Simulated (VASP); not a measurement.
Input of a VASP 6.6.1 run:

File INCAR:

```
  PREC = Accurate
  ENCUT = 520
  EDIFF = 1E-6
  ISMEAR = -1
  SIGMA = 0.02
  LREAL = False
  LASPH = True
  NELM = 100
  ALGO = Normal
  ISIF = 2
  LWAVE = False
  LCHARG = False
  GGA = PE
  NBANDS = 26
```

File KPOINTS:

```
Automatic mesh
0
Gamma
  12 12 4
```

File POSCAR:

```
ZnS
1.0
    3.8400804658      0.0000000000      0.0000000000
   -1.9200402329      3.3256072360      0.0000000000
    0.0000000000      0.0000000000      6.2439931319
Zn S
2 2
Direct
    0.3333333333      0.6666666667     -0.0004417113
    0.6666666667      0.3333333333      0.4995582887
    0.3333333333      0.6666666667      0.3754417113
    0.6666666667      0.3333333333      0.8754417113
```

Potentials or basis: VASP PAW PBE potentials, release 64 (Zn, S).

Command:

```sh
$ cat potpaw_PBE.64/Zn/POTCAR potpaw_PBE.64/S/POTCAR > POTCAR
$ mpirun -np 1 vasp_std > vasp.out
```

(1) Estimate the largest force.

(2) Estimate the band gap on the k mesh.

(3) Predict the pressure.

## Answers

(1) 0.003 eV/Å.

(2) 2.16 eV.

(3) 1.1 GPa.

Caveat: the cell differs from its parent crystal (biaxial xy strain +0.9%).
